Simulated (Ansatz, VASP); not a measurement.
# One calculation of Mg4H, two programs

Contents of INCAR:

```
SYSTEM = Mg4H
  PREC = Accurate
  ENCUT = 520
  EDIFF = 1E-7
  ISMEAR = 0
  SIGMA = 0.1
  LREAL = .False.
  LASPH = .True.
  NELM = 100
  ALGO = Normal
  ISIF = 2
  LWAVE = .False.
  LCHARG = .True.
  LDIPOL = .True.
  IDIPOL = 3
  DIPOL = 0.5 0.5 0.315
  GGA = PE
  LELF = .True.
  LVHAR = .True.
  LVACPOTAV = .True.
  NBANDS = 20
```

File KPOINTS:

```
Automatic mesh
0
Gamma
  4 5 1
  0 0 0
```

The input POSCAR:

```
Mg4H
1.0
    6.4201385733      0.0000000000      0.0000000000
    0.0000000000      5.1379129567      0.0000000000
    0.0000000000      0.0000000000     21.6644777330
Mg H
8 2
Direct
    0.0000000000      0.7500000000      0.1846340378
    0.5000000000      0.7500000000      0.1846340378
    0.2500000000      0.2500000000      0.2274076137
    0.7500000000      0.2500000000      0.2274076137
    0.2500000000      0.7500000000      0.3173234500
    0.7500000000      0.7500000000      0.3173234500
    0.0000000000      0.2500000000      0.3537808678
    0.5000000000      0.2500000000      0.3537808678
    0.6784283361      0.0833333333      0.4922563961
    0.8215716639      0.0833333333      0.4922563961
```

Input for Ansatz:

```yaml
crystal:
  lattice:
    - [6.4201385733, 0.0, 0.0]
    - [0.0, 5.1379129567, 0.0]
    - [0.0, 0.0, 21.664477733]
  atoms:
    - { symbol: Mg, position: [0.0, 0.75, 0.1846340378] }
    - { symbol: Mg, position: [0.5, 0.75, 0.1846340378] }
    - { symbol: Mg, position: [0.25, 0.25, 0.2274076137] }
    - { symbol: Mg, position: [0.75, 0.25, 0.2274076137] }
    - { symbol: Mg, position: [0.25, 0.75, 0.31732345] }
    - { symbol: Mg, position: [0.75, 0.75, 0.31732345] }
    - { symbol: Mg, position: [0.0, 0.25, 0.3537808678] }
    - { symbol: Mg, position: [0.5, 0.25, 0.3537808678] }
    - { symbol: H, position: [0.6784283361, 0.0833333333, 0.4922563961] }
    - { symbol: H, position: [0.8215716639, 0.0833333333, 0.4922563961] }
basis:
  ecutwfc: 420
kpoints:
  mp_grid: { grid: [4, 5, 1] }
hamiltonian:
  xc: pbe
scf:
  occupations: { method: gaussian, width: 0.1 }
output:
  forces: true
  eigenvalues: true
efield:
  axis: 3
  dipole_correction: true
  ramp_width: 0.04
```

Alike in both runs: task single point; functional PBE; k mesh 4 × 5 × 1; occupations gaussian, width 0.1 eV; no spin polarisation.

|  | VASP | Ansatz |
| --- | --- | --- |
| version | VASP 6.6.1 | Ansatz 0.2.0 |
| potentials or method | VASP PAW PBE potentials, release 64 (Mg, H), cutoff 520 eV | scalar-relativistic, plane waves, PAW |
| valence electrons in the cell | 18 | 82 |

|  | VASP | Ansatz | Ansatz less VASP |
| --- | --- | --- | --- |
| gap on the k mesh at the Fermi level (eV) | none | none | - |
| rms of the force components (eV/Å) | 0.895 | 0.895 | 0.0000 |
| work function, face that differs most (eV) | 3.72 | 3.72 | -0.006 |

Atom by atom the forces differ by 0.003 eV/Å (rms over components). A gap of «none» marks a metal or a gap that the smearing closes. VASP's potentials hold 18 valence electrons a cell and Ansatz's 82, so a difference there can come from the potentials and not from the codes.
